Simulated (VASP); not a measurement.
# CaTiS2 (P-3m1) in VASP: notebook

The runs below take CaTiS2 through single point, with PBE.

Everything below comes from runs of VASP 6.6.1. Logs are shortened: lines on timing, memory, paths and dates and some standing lists are left out, and cuts for length are marked.

## Step 1: The cell of the first run

The structure is trigonal, space group P-3m1 (No. 164). Conventional cell: a = 3.645 Å, b = 3.645 Å, c = 6.542 Å, α = 90.00°, β = 90.00°, γ = 120.00°. Within 3.7 Å of Ca (site symmetry -3m) lie 6 S at 2.79 Å and 2 Ti at 3.27 Å and 6 Ca at 3.65 Å. Ti (site symmetry -3m) has 6 S at 2.55 Å and 2 Ca at 3.27 Å within 3.4 Å. S (site symmetry 3m) has 3 Ti at 2.55 Å and 3 Ca at 2.79 Å within 3.4 Å.

## Step 2: Single point, PBE

INCAR reads:

```
  PREC = Accurate
  ENCUT = 520
  EDIFF = 1E-6
  ISMEAR = -1
  SIGMA = 0.1
  LREAL = False
  LASPH = True
  NELM = 80
  ALGO = Normal
  ISIF = 2
  LWAVE = False
  LCHARG = False
  GGA = PE
  NBANDS = 25
```

KPOINTS reads:

```
Automatic mesh
0
Gamma
  7 7 4
```

POSCAR reads:

```
CaTiS2
1.0
    3.6451380000      0.0000000000      0.0000000000
   -1.8225690000      3.1567820000      0.0000000000
    0.0000000000      0.0000000000      6.5415020000
Ca Ti S
1 1 2
Direct
    0.0000000000      0.0000000000      0.5000000000
    0.0000000000      0.0000000000      0.0000000000
    0.3333333333      0.6666666667      0.7803370000
    0.6666666667      0.3333333333      0.2196630000
```

Potentials or basis: VASP PAW PBE potentials, release 64 (Ca_sv, Ti_sv, S).

Launch:

```sh
$ cat potpaw_PBE.64/Ca_sv/POTCAR potpaw_PBE.64/Ti_sv/POTCAR potpaw_PBE.64/S/POTCAR > POTCAR
$ mpirun -np 1 vasp_std > vasp.out
```

OUTCAR:

```text
PREC = Accurate
   ENCUT = 520
   EDIFF = 1E-6
   ISMEAR = -1
   LREAL = False
   LASPH = True
   NELM = 80
   ISIF = 2
   GGA = PE

 ion  position               nearest neighbor table
   1  0.000  0.000  0.500-   3 2.79   4 2.79   4 2.79   3 2.79   4 2.79   3 2.79
   2  0.000  0.000  0.000-   3 2.55   4 2.55   4 2.55   3 2.55   4 2.55   3 2.55
   3  0.333  0.667  0.780-   2 2.55   2 2.55   2 2.55   1 2.79   1 2.79   1 2.79
   4  0.667  0.333  0.220-   2 2.55   2 2.55   2 2.55   1 2.79   1 2.79   1 2.79

  LATTYP: Found a hexagonal cell.
 ALAT       =     3.6451380000
 C/A-ratio  =     1.7945828114

  Lattice vectors:

 A1 = (   3.6451380000,   0.0000000000,   0.0000000000)
 A2 = (  -1.8225690000,   3.1567820000,   0.0000000000)
 A3 = (   0.0000000000,   0.0000000000,   6.5415020000)

Analysis of symmetry for initial positions (statically):
=====================================================================
 Subroutine PRICEL returns:
 Original cell was already a primitive cell.

 Routine SETGRP: Setting up the symmetry group for a
 hexagonal supercell.

 Subroutine GETGRP returns: Found 12 space group operations
 (whereof 12 operations were pure point group operations)
 out of a pool of 24 trial point group operations.

The static configuration has the point symmetry D_3d.

Analysis of symmetry for dynamics (positions and initial velocities):
=====================================================================
 Subroutine PRICEL returns:
 Original cell was already a primitive cell.

 Routine SETGRP: Setting up the symmetry group for a
 hexagonal supercell.

 Subroutine GETGRP returns: Found 12 space group operations
 (whereof 12 operations were pure point group operations)
 out of a pool of 24 trial point group operations.

The dynamic configuration has the point symmetry D_3d.

 Subroutine INISYM returns: Found 12 space group operations
 (whereof 12 operations are pure point group operations),
 and found     1 'primitive' translations

----------------------------------------------------------------------------------------

                                     Primitive cell

  volume of cell :      75.2724

  direct lattice vectors                    reciprocal lattice vectors
     3.645138000  0.000000000  0.000000000     0.274338036  0.158389144  0.000000000
    -1.822569000  3.156782000  0.000000000     0.000000000  0.316778289  0.000000000
     0.000000000  0.000000000  6.541502000     0.000000000  0.000000000  0.152870090

  length of vectors
     3.645138000  3.645137906  6.541502000     0.316778281  0.316778289  0.152870090

  position of ions in fractional coordinates (direct lattice)
     0.000000000  0.000000000  0.500000000
     0.000000000  0.000000000  0.000000000
     0.333333333  0.666666667  0.780337000
     0.666666667  0.333333333  0.219663000

  ion indices of the primitive-cell ions
   primitive index   ion index
                 1           1
                 2           2
                 3           3
                 4           4

----------------------------------------------------------------------------------------

 KPOINTS: Automatic mesh

Automatic generation of k-mesh.
 Grid dimensions read from file:
 generate k-points for:    7    7    4

 Generating k-lattice:

  Cartesian coordinates                     Fractional coordinates (reciprocal lattice)
     0.039191148  0.022627021  0.000000000     0.142857143  0.000000000  0.000000000
     0.000000000  0.045254041  0.000000000     0.000000000  0.142857143  0.000000000
     0.000000000  0.000000000  0.038217523     0.000000000  0.000000000  0.250000000

  Length of vectors
     0.045254040  0.045254041  0.038217523

  Shift w.r.t. Gamma in fractional coordinates (k-lattice)
     0.000000000  0.000000000  0.000000000

 Subroutine IBZKPT returns following result:
 ===========================================

 Found     28 irreducible k-points:

 Following reciprocal coordinates:
            Coordinates               Weight
  0.000000  0.000000  0.000000      1.000000
  0.142857  0.000000  0.000000      6.000000
  0.285714  0.000000  0.000000      6.000000
  0.428571  0.000000  0.000000      6.000000
  0.142857  0.142857  0.000000      6.000000
  0.285714  0.142857  0.000000     12.000000
[... 16 lines left out ...]
  0.285714  0.000000  0.500000      6.000000
  0.428571  0.000000  0.500000      6.000000
 [... further k-points ...]
   k-points           NKPTS =     28   k-points in BZ     NKDIM =     28   number of bands    NBANDS=     25
   number of dos      NEDOS =    301   number of ions     NIONS =      4
   total plane-waves  NPLWV =  39200
   dimension x,y,z NGX =    28 NGY =   28 NGZ =   50
   dimension x,y,z NGXF=    56 NGYF=   56 NGZF=  100
   ions per type =               1   1   2
   NGX,Y,Z   is equivalent  to a cutoff of  12.77, 12.77, 12.71 a.u.
   NGXF,Y,Z  is equivalent  to a cutoff of  25.54, 25.54, 25.41 a.u.
 SYSTEM =  unknown system
   PREC   = accura    normal or accurate (medium, high low for compatibility)
   ISTART =      0    job   : 0-new  1-cont  2-samecut
   ICHARG =      2    charge: 1-file 2-atom 10-const
   ISPIN  =      1    spin polarized calculation?
   LNONCOLLINEAR =      F non collinear calculations
   LSORBIT =      F    spin-orbit coupling
   LASPH  =      T    aspherical Exc in radial PAW
   ENCUT  =  520.0 eV  38.22 Ry    6.18 a.u.   6.78  6.78 12.16*2*pi/ulx,y,z
   NELM   =     80;   NELMIN=  2; NELMDL= -5     # of ELM steps
   EDIFF  = 0.1E-05   stopping-criterion for ELM
   LREAL  =      F    real-space projection
   EDIFFG = 0.1E-04   stopping-criterion for IOM
   NSW    =      0    number of steps for IOM
   IBRION =     -1    ionic relax: 0-MD 1-quasi-New 2-CG
   NFREE  =      0    steps in history (QN), initial steepest desc. (CG)
   ISIF   =      2    stress and relaxation
   ISYM   =      2    0-nonsym 1-usesym 2-fastsym
   POTIM  = 0.5000    time-step for ionic-motion
   TEBEG  =    0.0;   TEEND  =   0.0 temperature during run
   PSTRESS=    0.0 pullay stress
   NELECT =      34.0000    total number of electrons
   NUPDOWN=      -1.0000    fix difference up-down
   EMIN   =  10.00;   EMAX   =-10.00  energy-range for DOS
   EFERMI =   0.00;   METHOD = LEGACY
   ISMEAR =    -1;   SIGMA  =   0.10  broadening in eV -4-tet -1-fermi 0-gaus
   EFERMI_NEDOS =   21; number of points for ismear=-14 and -15
   IALGO  =     38    algorithm
   IMIX   =      4    mixing-type and parameters
     AMIX     =   0.40;   BMIX     =  1.00
     AMIX_MAG =   1.60;   BMIX_MAG =  1.00
  volume/ion in A,a.u.               =      18.82       126.99
  Fermi-wavevector in a.u.,A,eV,Ry     =   1.256095  2.373675 21.466924  1.577774
  Thomas-Fermi vector in A             =   2.389820
   LORBIT       =      0    0 simple, 1 ext, 2 COOP (PROOUT), +10 PAW based schemes
   GGA     = PE    functional components
   LHFCALC =     F    Hartree Fock is set to
   AEXX    =    0.0000 exact exchange contribution
   IVDW    =     0    specifies the selected vdW correction
   LEPSILON=     F    determine dielectric tensor
   LRPA    =     F    only Hartree local field effects (RPA)
 non-spin polarized calculation
  energy-cutoff  :      520.00
  volume of cell :       75.27
 maximum number of plane-waves:      2041
 NGX is ok and might be reduce to    28
   NGX = 13   NGY = 13   NGZ = 25

 number of electron      34.0000002 magnetization

 Free energy of the ion-electron system (eV)
  ---------------------------------------------------
  ext. energy  EPLUGINS =         0.00000000
  ---------------------------------------------------
  free energy    TOTEN  =       -24.25175272 eV

  energy without entropy =      -24.17405006  energy(sigma->0) =      -24.21290139

 E-fermi :   7.3105     XC(G=0): -10.3542

 val. band max:        7.2786276397   @ k =   0.1429   0.1429   0.5000
 cond. band min:       7.3263517889   @ k =   0.1429   0.0000   0.0000
 fundamental gap:      0.0477241492
 Fermi energy:         7.3104592817

 k-point     1 :       0.0000    0.0000    0.0000
  band No.  band energies     occupation
      1     -50.4469      2.00000
      2     -34.0269      2.00000
      3     -26.7721      2.00000
      4     -26.7721      2.00000
      5     -26.5791      2.00000
      6     -15.1150      2.00000
[... 17 lines left out ...]
     24      10.7273      0.00000
     25      11.0644      0.00000

 k-point     2 :       0.1429    0.0000    0.0000
  band No.  band energies     occupation
      1     -50.4460      2.00000
      2     -34.0217      2.00000
      3     -26.7845      2.00000
      4     -26.7750      2.00000
      5     -26.5767      2.00000
      6     -15.0994      2.00000
[... 17 lines left out ...]
     24      10.7380      0.00000
     25      11.3577      0.00000

 k-point     3 :       0.2857    0.0000    0.0000
  band No.  band energies     occupation
      1     -50.4439      2.00000
      2     -34.0101      2.00000
      3     -26.8124      2.00000
      4     -26.7814      2.00000
      5     -26.5711      2.00000
      6     -15.2130      2.00000
[... 17 lines left out ...]
     24      11.0843      0.00000
     25      11.6040      0.00000

 k-point     4 :       0.4286    0.0000    0.0000
  band No.  band energies     occupation
      1     -50.4422      2.00000
      2     -34.0007      2.00000
      3     -26.8346      2.00000
      4     -26.7865      2.00000
      5     -26.5666      2.00000
      6     -15.3089      2.00000
[... 17 lines left out ...]
     24      12.0222      0.00000
     25      12.1972      0.00000
[... 477 lines left out ...]
 k-point    22 :       0.1429    0.0000    0.5000
  band No.  band energies     occupation
      1     -50.4460      2.00000
      2     -34.0219      2.00000
      3     -26.7846      2.00000
      4     -26.7750      2.00000
      5     -26.5759      2.00000
      6     -15.1063      2.00000
[... 17 lines left out ...]
     24      10.5554      0.00000
     25      10.8909      0.00000

 k-point    23 :       0.2857    0.0000    0.5000
  band No.  band energies     occupation
      1     -50.4439      2.00000
      2     -34.0102      2.00000
      3     -26.8124      2.00000
      4     -26.7814      2.00000
      5     -26.5704      2.00000
      6     -15.2131      2.00000
[... 17 lines left out ...]
     24      11.2601      0.00000
     25      11.3454      0.00000

 k-point    24 :       0.4286    0.0000    0.5000
  band No.  band energies     occupation
      1     -50.4423      2.00000
      2     -34.0009      2.00000
      3     -26.8346      2.00000
      4     -26.7866      2.00000
      5     -26.5659      2.00000
      6     -15.3092      2.00000
[... 17 lines left out ...]
     24      10.6832      0.00000
     25      11.2426      0.00000

 [... further k-points ...]
[... 5 lines left out ...]
  --------------------------------------------------------------------------------------
  -------------------------------------------------------------------------------------
  Total        0.1350524      0.1350524      0.3320785     -0.0000000      0.0000000     -0.0000000
  in kB        2.8745962      2.8745960      7.0683056     -0.0000000      0.0000000     -0.0000000
  external PRESSURE =       4.2724993 kB  Pullay stress =       0.0000000 kB

 VOLUME and BASIS-vectors are now :
 -----------------------------------------------------------------------------
  energy-cutoff  :      520.00
  volume of cell :       75.27
      direct lattice vectors                 reciprocal lattice vectors
     3.645138000  0.000000000  0.000000000     0.274338036  0.158389144  0.000000000
    -1.822569000  3.156782000  0.000000000     0.000000000  0.316778289  0.000000000
     0.000000000  0.000000000  6.541502000     0.000000000  0.000000000  0.152870090

 POSITION                                       TOTAL-FORCE (eV/Angst)
 -----------------------------------------------------------------------------------
      0.00000      0.00000      3.27075         0.000000      0.000000      0.000000
      0.00000      0.00000      0.00000         0.000000      0.000000      0.000000
     -0.00000      2.10452      5.10458        -0.000000     -0.000000     -0.024158
      1.82257      1.05226      1.43693         0.000000      0.000000      0.024158
 -----------------------------------------------------------------------------------
    total drift:                               -0.000000      0.000000      0.000000

  FREE ENERGIE OF THE ION-ELECTRON SYSTEM (eV)
  ---------------------------------------------------
  free  energy   TOTEN  =       -24.2517527201 eV

  energy  without entropy=      -24.1740500611  energy(sigma->0) =      -24.21290139
```

Run time: 57 s. Hardware: 1 thread of Intel Xeon Platinum 8488C (Sapphire Rapids), shared host; peak memory 0.21 GiB.

What came out:

```
Free energy            : -24.2518 eV
Pressure               : 0.4 GPa
Largest force          : 0.024 eV/Å
Band gap on the k mesh : zero (band 17 reaches 7.53 eV, above the bottom of band 18 at 7.15 eV)
```

Forces in eV/Å, atoms in the order of the input:
```
Ca   0.000  0.000  0.000
Ti   0.000  0.000  0.000
S    0.000  0.000 -0.024
S    0.000  0.000  0.024
```

Stress tensor (GPa, compression positive):
```
0.29 0.00 0.00
0.00 0.29 0.00
0.00 0.00 0.71
```

Levels at points of the mesh, in eV from the Fermi level:
```tsv
k point	band 13	band 14	band 15	band 16	band 17	band 18	band 19	band 20	band 21	band 22
(0.00, 0.00, 0.00)	-4.16	-2.91	-2.33	-2.33	-0.97	-0.16	-0.16	0.94	0.94	2.18
(0.00, 0.00, 0.50)	-3.95	-3.95	-2.84	-2.84	-0.04	-0.04	0.20	1.40	1.96	1.96
```

(Part 1 of 2 ends here.)
